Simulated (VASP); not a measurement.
# AlN (a cell with a defect) in VASP: notebook

Aim: see how the results for AlN (a cell with a defect) move with the level of theory and the settings. Levels: PBEsol, r2SCAN. Tasks: single point.

Everything below comes from runs of VASP 6.6.1. Logs are shortened: lines on timing, memory, paths and dates and some standing lists are left out, and cuts for length are marked.

### Step 1. The cell of the first run

The cell holds a defect, 62 atoms: a = 8.755 Å, b = 8.755 Å, c = 8.755 Å, α = 90.00°, β = 90.00°, γ = 90.00°.

### Step 2. Single point, PBEsol

INCAR reads:

```
SYSTEM = AlN
  PREC = Accurate
  ENCUT = 520
  EDIFF = 1E-6
  ISMEAR = -1
  SIGMA = 0.05
  LREAL = Auto
  LASPH = .TRUE.
  NELM = 60
  ALGO = Normal
  ISIF = 2
  LWAVE = .FALSE.
  LCHARG = .FALSE.
  GGA = PS
  ISYM = 0
  NBANDS = 161
```

KPOINTS reads:

```
Automatic mesh
0
Gamma
  1 1 1
  0.25 0.25 0.25
```

POSCAR reads:

```
AlN
1.0
    8.7554440000      0.0000000000      0.0000000000
    0.0000000000      8.7554440000      0.0000000000
    0.0000000000      0.0000000000      8.7554440000
Al N
31 31
Direct
    0.9964800000      0.9962600000      0.9966210000
    0.9996710000      0.9992530000      0.5009480000
    0.9996950000      0.5009160000      0.9997520000
    0.9990220000      0.5000120000      0.5002720000
    0.5006490000      0.9992370000      0.9997480000
    0.5000940000      0.9990910000      0.5002920000
    0.5001060000      0.5000320000      0.9992610000
    0.2540830000      0.2539580000      0.9942780000
    0.2497370000      0.2492930000      0.4997380000
    0.2493120000      0.7485930000      0.0004990000
    0.2515040000      0.7484030000      0.5017270000
    0.7489060000      0.2493770000      0.0001350000
    0.7483250000      0.2505460000      0.5012330000
    0.7495450000      0.7491680000      0.9983530000
    0.7485640000      0.7490780000      0.4998890000
    0.2539940000      0.9937290000      0.2541320000
    0.2491640000      0.0002730000      0.7492860000
    0.2504470000      0.4996900000      0.2505410000
    0.2515490000      0.5010980000      0.7481470000
    0.7491540000      0.0001710000      0.2494280000
    0.7495630000      0.9978850000      0.7496320000
    0.7479780000      0.5009300000      0.2513990000
    0.7481990000      0.5001250000      0.7485980000
    0.9943410000      0.2538980000      0.2542010000
    0.9999230000      0.2494400000      0.7488950000
    0.0001710000      0.7484870000      0.2495970000
    0.9982420000      0.7491490000      0.7496360000
    0.4994440000      0.2489930000      0.2494910000
    0.5012480000      0.2505220000      0.7487190000
    0.5015650000      0.7485450000      0.2514320000
    0.4994410000      0.7492460000      0.7491020000
    0.1232790000      0.1233970000      0.6249880000
    0.1238780000      0.6243470000      0.1241220000
    0.1238170000      0.6252860000      0.6255410000
    0.6249790000      0.1231050000      0.1232480000
    0.6255840000      0.1232980000      0.6257540000
    0.6254240000      0.6253620000      0.1238560000
    0.6376260000      0.6394500000      0.6384350000
    0.3734120000      0.3732390000      0.1245030000
    0.3609290000      0.3599850000      0.6384110000
    0.3740020000      0.8763500000      0.1230630000
    0.3738460000      0.8762910000      0.6258150000
    0.8766160000      0.3739710000      0.1229610000
    0.8754120000      0.3741170000      0.6254110000
    0.8760670000      0.8755880000      0.1250660000
    0.8764540000      0.8760620000      0.6250410000
    0.3732210000      0.1239010000      0.3733650000
    0.3740870000      0.1225490000      0.8770130000
    0.3620710000      0.6383960000      0.3619980000
    0.3740190000      0.6253280000      0.8759870000
    0.8768810000      0.1225150000      0.3742920000
    0.8759810000      0.1247840000      0.8760270000
    0.8755040000      0.6252110000      0.3743100000
    0.8761790000      0.6245460000      0.8762810000
    0.1244650000      0.3733260000      0.3736610000
    0.1228990000      0.3739320000      0.8766060000
    0.1229850000      0.8762350000      0.3741600000
    0.1248820000      0.8756280000      0.8761780000
    0.6381280000      0.3594530000      0.3602710000
    0.6253150000      0.3740240000      0.8758760000
    0.6255880000      0.8762380000      0.3740720000
    0.6249730000      0.8762020000      0.8766530000
```

Potentials or basis: VASP PAW PBE potentials, release 64 (Al, N).

The run is started by

```console
$ cat potpaw_PBE.64/Al/POTCAR potpaw_PBE.64/N/POTCAR > POTCAR
$ mpirun -np 1 vasp_std > vasp.out
```

OUTCAR:

```text
SYSTEM = AlN
   PREC = Accurate
   ENCUT = 520
   EDIFF = 1E-6
   ISMEAR = -1
   LREAL = Auto
   LASPH = .TRUE.
   NELM = 60
   ISIF = 2
   GGA = PS
   ISYM = 0

 ion  position               nearest neighbor table
   1  0.996  0.996  0.997-  58 1.87  45 1.87  52 1.87  21 3.06  14 3.06  27 3.06  17 3.10  20 3.10
                            10 3.10  12 3.10  26 3.10  25 3.10  16 3.19  24 3.19   8 3.19
   2  1.000  0.999  0.501-  46 1.87  32 1.88  51 1.88  57 1.89  17 3.08  25 3.08  21 3.09  27 3.09
                             9 3.10  16 3.10  15 3.10  24 3.10  20 3.11  26 3.11  13 3.11  11 3.11
   3  1.000  0.501  1.000-  54 1.87  33 1.88  43 1.89  56 1.89  10 3.08  26 3.08  27 3.09  14 3.09
                             8 3.10  18 3.11  24 3.11  12 3.11  25 3.11  23 3.11  22 3.12  19 3.12
   4  0.999  0.500  0.500-  44 1.89  53 1.89  34 1.90  55 1.91  24 3.05  27 3.09  23 3.09  26 3.09
                            25 3.09  15 3.09  22 3.10  13 3.10  19 3.10  11 3.10  18 3.10   9 3.10
   5  0.501  0.999  1.000-  62 1.87  35 1.88  48 1.88  41 1.88  20 3.08  12 3.09  14 3.09  21 3.09
                            28 3.09  31 3.10  16 3.10   8 3.10  17 3.11  10 3.11  29 3.11  30 3.11
   6  0.500  0.999  0.500-  61 1.89  42 1.89  36 1.90  47 1.91  16 3.05  15 3.09  31 3.09  21 3.09
                            11 3.09  30 3.09  13 3.09  29 3.09  20 3.10  17 3.10   9 3.10  28 3.10
   7  0.500  0.500  0.999-  60 1.89  50 1.89  37 1.90  39 1.91   8 3.05  14 3.09  23 3.09  10 3.09
                            31 3.09  12 3.09  19 3.09  22 3.10  29 3.10  30 3.10  18 3.10  28 3.10
   8  0.254  0.254  0.994-  48 1.87  39 1.87  56 1.87   7 3.05  29 3.05  19 3.05  17 3.09  25 3.09
                            28 3.10   5 3.10   3 3.10  18 3.11   1 3.19  24 3.22  16 3.22
   9  0.250  0.249  0.500-  40 1.83  47 1.90  55 1.90  32 1.91  17 3.09  25 3.09  18 3.09  28 3.10
[... 62 lines left out ...]
  49  0.362  0.638  0.362-  30 1.83  11 1.83  18 1.84
  50  0.374  0.625  0.876-  10 1.88  19 1.89   7 1.89  31 1.90
  51  0.877  0.123  0.374-  24 1.87   2 1.88  20 1.90  13 1.94
  52  0.876  0.125  0.876-   1 1.87  25 1.90  12 1.90  21 1.92
  53  0.876  0.625  0.374-  26 1.88   4 1.89  22 1.89  15 1.90
  54  0.876  0.625  0.876-   3 1.87  27 1.89  14 1.89  23 1.92
  55  0.124  0.373  0.374-  24 1.87   9 1.90  18 1.90   4 1.91
  56  0.123  0.374  0.877-   8 1.87   3 1.89  25 1.90  19 1.94
  57  0.123  0.876  0.374-  16 1.87   2 1.89  26 1.90  11 1.94
  58  0.125  0.876  0.876-   1 1.87  10 1.90  17 1.90  27 1.92
  59  0.638  0.359  0.360-  28 1.83  13 1.83  22 1.84
  60  0.625  0.374  0.876-  12 1.88   7 1.89  29 1.89  23 1.90
  61  0.626  0.876  0.374-  20 1.88  30 1.89   6 1.89  15 1.90
  62  0.625  0.876  0.877-   5 1.87  21 1.89  14 1.89  31 1.92

IMPORTANT INFORMATION: All symmetrisations will be switched off!
NOSYMM: (Re-)initialisation of all symmetry stuff for point group C_1.

----------------------------------------------------------------------------------------

                                     Primitive cell

  volume of cell :     671.1731

  direct lattice vectors                    reciprocal lattice vectors
     8.755444000  0.000000000  0.000000000     0.114214653  0.000000000  0.000000000
     0.000000000  8.755444000  0.000000000     0.000000000  0.114214653  0.000000000
     0.000000000  0.000000000  8.755444000     0.000000000  0.000000000  0.114214653

  length of vectors
     8.755444000  8.755444000  8.755444000     0.114214653  0.114214653  0.114214653

  position of ions in fractional coordinates (direct lattice)
     0.996480000  0.996260000  0.996621000
     0.999671000  0.999253000  0.500948000
     0.999695000  0.500916000  0.999752000
     0.999022000  0.500012000  0.500272000
     0.500649000  0.999237000  0.999748000
     0.500094000  0.999091000  0.500292000
[... 54 lines left out ...]
     0.625588000  0.876238000  0.374072000
     0.624973000  0.876202000  0.876653000

  ion indices of the primitive-cell ions
   primitive index   ion index
                 1           1
                 2           2
                 3           3
                 4           4
                 5           5
                 6           6
[... 54 lines left out ...]
                61          61
                62          62

----------------------------------------------------------------------------------------

 KPOINTS: Automatic mesh

Automatic generation of k-mesh.
 Grid dimensions read from file:
 generate k-points for:    1    1    1

 Generating k-lattice:

  Cartesian coordinates                     Fractional coordinates (reciprocal lattice)
     0.114214653  0.000000000  0.000000000     1.000000000  0.000000000  0.000000000
     0.000000000  0.114214653  0.000000000     0.000000000  1.000000000  0.000000000
     0.000000000  0.000000000  0.114214653     0.000000000  0.000000000  1.000000000

  Length of vectors
     0.114214653  0.114214653  0.114214653

  Shift w.r.t. Gamma in fractional coordinates (k-lattice)
     0.250000000  0.250000000  0.250000000

 Subroutine IBZKPT returns following result:
 ===========================================

 Found      4 irreducible k-points:

 Following reciprocal coordinates:
            Coordinates               Weight
  0.250000  0.250000  0.250000      2.000000
 -0.250000  0.250000  0.250000      2.000000
 -0.250000 -0.250000  0.250000      2.000000
  0.250000 -0.250000  0.250000      2.000000
   k-points           NKPTS =      4   k-points in BZ     NKDIM =      4   number of bands    NBANDS=    161
   number of dos      NEDOS =    301   number of ions     NIONS =     62
   total plane-waves  NPLWV = 343000
   dimension x,y,z NGX =    70 NGY =   70 NGZ =   70
   dimension x,y,z NGXF=   140 NGYF=  140 NGZF=  140
   ions per type =              31  31
   NGX,Y,Z   is equivalent  to a cutoff of  13.29, 13.29, 13.29 a.u.
   NGXF,Y,Z  is equivalent  to a cutoff of  26.58, 26.58, 26.58 a.u.
 SYSTEM =  AlN
   PREC   = accura    normal or accurate (medium, high low for compatibility)
   ISTART =      0    job   : 0-new  1-cont  2-samecut
   ICHARG =      2    charge: 1-file 2-atom 10-const
   ISPIN  =      1    spin polarized calculation?
   LNONCOLLINEAR =      F non collinear calculations
   LSORBIT =      F    spin-orbit coupling
   LASPH  =      T    aspherical Exc in radial PAW
   ENCUT  =  520.0 eV  38.22 Ry    6.18 a.u.  16.28 16.28 16.28*2*pi/ulx,y,z
   NELM   =     60;   NELMIN=  2; NELMDL= -5     # of ELM steps
   EDIFF  = 0.1E-05   stopping-criterion for ELM
   LREAL  =      T    real-space projection
   EDIFFG = 0.1E-04   stopping-criterion for IOM
   NSW    =      0    number of steps for IOM
   IBRION =     -1    ionic relax: 0-MD 1-quasi-New 2-CG
   NFREE  =      0    steps in history (QN), initial steepest desc. (CG)
   ISIF   =      2    stress and relaxation
   ISYM   =      0    0-nonsym 1-usesym 2-fastsym
   POTIM  = 0.5000    time-step for ionic-motion
   TEBEG  =    0.0;   TEEND  =   0.0 temperature during run
   PSTRESS=    0.0 pullay stress
   NELECT =     248.0000    total number of electrons
   NUPDOWN=      -1.0000    fix difference up-down
   EMIN   =  10.00;   EMAX   =-10.00  energy-range for DOS
   EFERMI =   0.00;   METHOD = LEGACY
   ISMEAR =    -1;   SIGMA  =   0.05  broadening in eV -4-tet -1-fermi 0-gaus
   EFERMI_NEDOS =   21; number of points for ismear=-14 and -15
   IALGO  =     38    algorithm
   IMIX   =      4    mixing-type and parameters
     AMIX     =   0.40;   BMIX     =  1.00
     AMIX_MAG =   1.60;   BMIX_MAG =  1.00
  volume/ion in A,a.u.               =      10.83        73.05
  Fermi-wavevector in a.u.,A,eV,Ry     =   1.174755  2.219965 18.776703  1.380049
  Thomas-Fermi vector in A             =   2.311147
   LORBIT       =      0    0 simple, 1 ext, 2 COOP (PROOUT), +10 PAW based schemes
   GGA     = PS    functional components
   LHFCALC =     F    Hartree Fock is set to
   AEXX    =    0.0000 exact exchange contribution
   IVDW    =     0    specifies the selected vdW correction
   LEPSILON=     F    determine dielectric tensor
   LRPA    =     F    only Hartree local field effects (RPA)
 non-spin polarized calculation
  energy-cutoff  :      520.00
  volume of cell :      671.17
 maximum number of plane-waves:     18052
 NGX is ok and might be reduce to    70
   NGX = 33   NGY = 33   NGZ = 33

 number of electron     247.9999963 magnetization

 Free energy of the ion-electron system (eV)
  ---------------------------------------------------
  ext. energy  EPLUGINS =         0.00000000
  ---------------------------------------------------
  free energy    TOTEN  =      -473.86287733 eV

  energy without entropy =     -473.70877291  energy(sigma->0) =     -473.78582512

 E-fermi :   6.3009     XC(G=0): -10.9345

 val. band max:        6.2993868629   @ k =   0.2500   0.2500   0.2500
 cond. band min:       6.3019984737   @ k =  -0.2500  -0.2500   0.2500
 fundamental gap:      0.0026116108
 Fermi energy:         6.3009073549

 k-point     1 :       0.2500    0.2500    0.2500
  band No.  band energies     occupation
      1      -9.2424      2.00000
      2      -8.7497      2.00000
      3      -8.7476      2.00000
      4      -8.5410      2.00000
      5      -8.2574      2.00000
      6      -8.2566      2.00000
[... 545 lines left out ...]
    135      11.1865      0.00000
    136      11.2465      0.00000
 [bands above 136 left out]

------------------------ aborting loop because EDIFF is reached ----------------------------------------

  FORCE on cell =-STRESS in cart. coord.  units (eV):
  Direction    XX          YY          ZZ          XY          YZ          ZX
  --------------------------------------------------------------------------------------
  -------------------------------------------------------------------------------------
  Total        3.8485075      4.0776468      3.9142009     -0.3305252     -0.2662434     -0.4627358
  in kB        9.1868874      9.7338726      9.3437061     -0.7890066     -0.6355576     -1.1046104
  external PRESSURE =       9.4214887 kB  Pullay stress =       0.0000000 kB

 VOLUME and BASIS-vectors are now :
 -----------------------------------------------------------------------------
  energy-cutoff  :      520.00
  volume of cell :      671.17
      direct lattice vectors                 reciprocal lattice vectors
     8.755444000  0.000000000  0.000000000     0.114214653  0.000000000  0.000000000
     0.000000000  8.755444000  0.000000000     0.000000000  0.114214653  0.000000000
     0.000000000  0.000000000  8.755444000     0.000000000  0.000000000  0.114214653

 POSITION                                       TOTAL-FORCE (eV/Angst)
 -----------------------------------------------------------------------------------
      8.72462      8.72270      8.72586         0.043994      0.059601      0.048591
      8.75256      8.74890      4.38602         0.044779      0.022787     -0.118663
      8.75277      4.38574      8.75327         0.036958     -0.168904      0.034086
      8.74688      4.37783      4.38010         0.023927      0.007936      0.005859
      4.38340      8.74876      8.75324        -0.091486      0.028288      0.039851
      4.37855      8.74749      4.38028         0.007481      0.022694      0.006452
[... 54 lines left out ...]
      5.47730      7.67185      3.27517        -0.004906     -0.051968      0.023314
      5.47192      7.67154      7.67549         0.028125     -0.055681     -0.056480
 -----------------------------------------------------------------------------------
    total drift:                               -0.015702     -0.006712     -0.013638

  FREE ENERGIE OF THE ION-ELECTRON SYSTEM (eV)
  ---------------------------------------------------
  free  energy   TOTEN  =      -473.8628773346 eV

  energy  without entropy=     -473.7087729082  energy(sigma->0) =     -473.78582512
```

Run time: 23 min. Hardware: 1 thread of Intel Xeon Platinum 8488C (Sapphire Rapids), shared host; peak memory 0.81 GiB.

What came out:

| Property | Result |
| --- | --- |
| Free energy | -473.8629 eV |
| Pressure | 0.9 GPa |
| Largest force | 0.207 eV/Å |
| Band gap on the k mesh | zero (filled and empty bands touch) |

Forces in eV/Å, atoms in the order of the input:
```
Al   0.044  0.060  0.049
Al   0.045  0.023 -0.119
Al   0.037 -0.169  0.034
Al   0.024  0.008  0.006
Al  -0.091  0.028  0.040
Al   0.007  0.023  0.006
Al   0.005  0.007  0.022
Al  -0.046 -0.013  0.017
Al   0.063  0.082 -0.023
Al   0.062  0.063  0.033
Al  -0.039  0.016 -0.070
Al   0.072  0.052  0.043
Al   0.021  0.008 -0.037
Al   0.014  0.032  0.071
Al   0.092  0.061 -0.160
Al  -0.038  0.026 -0.025
Al   0.045  0.033  0.058
Al   0.079 -0.009  0.083
Al  -0.036 -0.078  0.037
Al   0.062  0.034  0.040
Al   0.028  0.074  0.034
Al   0.033 -0.067 -0.017
Al   0.063 -0.155  0.052
Al   0.008 -0.013 -0.036
Al   0.043  0.062  0.074
Al   0.037  0.068  0.070
Al   0.073  0.024  0.013
Al  -0.033  0.065  0.054
Al  -0.033  0.006  0.013
Al  -0.055  0.012 -0.029
Al  -0.163  0.078  0.100
N   -0.035 -0.043  0.008
N   -0.055  0.030 -0.057
N    0.003  0.001  0.001
N   -0.003 -0.030 -0.027
N   -0.006  0.004 -0.007
N    0.000 -0.003  0.005
N    0.051 -0.117 -0.005
N   -0.004 -0.003 -0.008
N   -0.013  0.017  0.014
N    0.027 -0.040 -0.028
N    0.022 -0.052 -0.003
N   -0.022  0.015 -0.010
N   -0.045  0.012 -0.003
N   -0.064 -0.061  0.010
N   -0.053 -0.049  0.037
N   -0.003 -0.007 -0.002
N    0.000 -0.011 -0.033
N   -0.078 -0.051 -0.066
N    0.017  0.003 -0.047
N   -0.026 -0.002 -0.005
N   -0.065  0.006 -0.063
N   -0.045  0.002  0.013
N   -0.041  0.055 -0.040
N   -0.008 -0.008 -0.007
N   -0.018  0.031 -0.030
N   -0.034 -0.037  0.035
N    0.011 -0.062 -0.063
N    0.047  0.051  0.028
N   -0.005  0.015 -0.048
N   -0.005 -0.052  0.023
N    0.028 -0.056 -0.056
```

Stress tensor (GPa, compression positive):
```
 0.92 -0.08 -0.11
-0.08  0.97 -0.06
-0.11 -0.06  0.93
```

Caveat: the PAW data sets were made with another functional, which shifts forces and pressure a little.

### Step 3. Single point, r2SCAN

POSCAR is that of step 2.

INCAR.step1 reads:

```
SYSTEM = AlN
  ALGO = Normal
  EDIFF = 1E-4
  ENCUT = 520
  GGA = PE
  ISMEAR = -1
  ISYM = 0
  LASPH = .True.
  LCHARG = .False.
  LREAL = Auto
  LWAVE = .True.
  NBANDS = 161
  NELM = 100
  PREC = Accurate
  SIGMA = 0.05
```

INCAR.step2 reads:

```
SYSTEM = AlN
  ALGO = Normal
  EDIFF = 1E-7
  ENCUT = 520
  ISIF = 2
  ISMEAR = -1
  ISTART = 1
  ISYM = 0
  LASPH = .True.
  LCHARG = .True.
  LELF = .True.
  LMIXTAU = .True.
  LREAL = Auto
  LVHAR = .True.
  LWAVE = .False.
  METAGGA = R2SCAN
  NBANDS = 161
  NELM = 100
  PREC = Accurate
  SIGMA = 0.05
```

KPOINTS is that of step 2.

Potentials or basis: VASP PAW PBE potentials, release 64 (Al, N).

The run is started by

```console
$ cat potpaw_PBE.64/Al/POTCAR potpaw_PBE.64/N/POTCAR > POTCAR
$ cp INCAR.step1 INCAR
$ mpirun -np 1 vasp_std > vasp.out
$ cp INCAR.step2 INCAR
$ mpirun -np 1 vasp_std > vasp.out
```

Run time: 68 min. Hardware: 1 thread of Intel Xeon Platinum 8488C (Sapphire Rapids), shared host; peak memory 0.92 GiB.

Results (log left out):

- Free energy: -583.8047 eV
- Pressure: -0.4 GPa
- Largest force: 0.191 eV/Å
- Band gap on the k mesh: zero (filled and empty bands touch)

Forces in eV/Å, atoms in the order of the input:
```
Al  -0.032 -0.017 -0.028
Al   0.043  0.022 -0.122
Al   0.035 -0.177  0.032
Al   0.025  0.016  0.014
Al  -0.093  0.027  0.038
Al   0.016  0.025  0.015
Al   0.013  0.015  0.024
Al   0.027  0.061 -0.050
Al   0.086  0.107 -0.006
Al   0.068  0.066  0.023
Al  -0.023 -0.009 -0.081
Al   0.076  0.055  0.034
Al  -0.004  0.025 -0.048
Al   0.006  0.026  0.083
Al   0.079  0.047 -0.152
Al   0.036 -0.041  0.050
Al   0.051  0.023  0.061
Al   0.099  0.005  0.103
Al  -0.022 -0.090  0.014
Al   0.065  0.024  0.044
Al   0.021  0.087  0.029
Al   0.009 -0.078 -0.002
Al   0.051 -0.151  0.040
Al  -0.059  0.062  0.037
Al   0.035  0.066  0.079
Al   0.028  0.072  0.075
Al   0.085  0.019  0.005
Al  -0.014  0.091  0.078
Al  -0.045  0.024 -0.013
Al  -0.067 -0.015 -0.012
Al  -0.153  0.064  0.086
N   -0.041 -0.050  0.009
N   -0.064  0.036 -0.066
N    0.010 -0.002 -0.001
N   -0.004 -0.036 -0.031
N   -0.010  0.011 -0.011
N   -0.003 -0.006  0.013
N    0.113 -0.062  0.055
N   -0.015 -0.016 -0.025
N   -0.070 -0.039  0.074
N    0.009 -0.021 -0.015
N    0.023 -0.059 -0.011
N   -0.004 -0.004  0.003
N   -0.047  0.012 -0.012
N   -0.051 -0.048 -0.006
N   -0.050 -0.045  0.047
N   -0.015 -0.023 -0.014
N   -0.019  0.003 -0.015
N   -0.141  0.011 -0.129
N    0.017 -0.005 -0.051
N   -0.008  0.011 -0.024
N   -0.053 -0.009 -0.052
N   -0.047 -0.006  0.013
N   -0.037  0.068 -0.035
N   -0.024 -0.020 -0.018
N   -0.005  0.013 -0.011
N   -0.021 -0.018  0.018
N   -0.005 -0.049 -0.050
N    0.107 -0.003 -0.025
N   -0.014  0.016 -0.051
N   -0.013 -0.058  0.024
N    0.036 -0.052 -0.054
```

Stress tensor (GPa, compression positive):
```
-0.46 -0.08 -0.11
-0.08 -0.39 -0.06
-0.11 -0.06 -0.44
```

Levels at points of the mesh, in eV from the Fermi level:
```csv
k point,band 122,band 123,band 124,band 125,band 126,band 127
"(0.25, 0.25, 0.25)",-0.47,-0.16,-0.01,0.00,3.39,3.54
```

Caveat: the PAW data sets were made with another functional, which shifts forces and pressure a little.
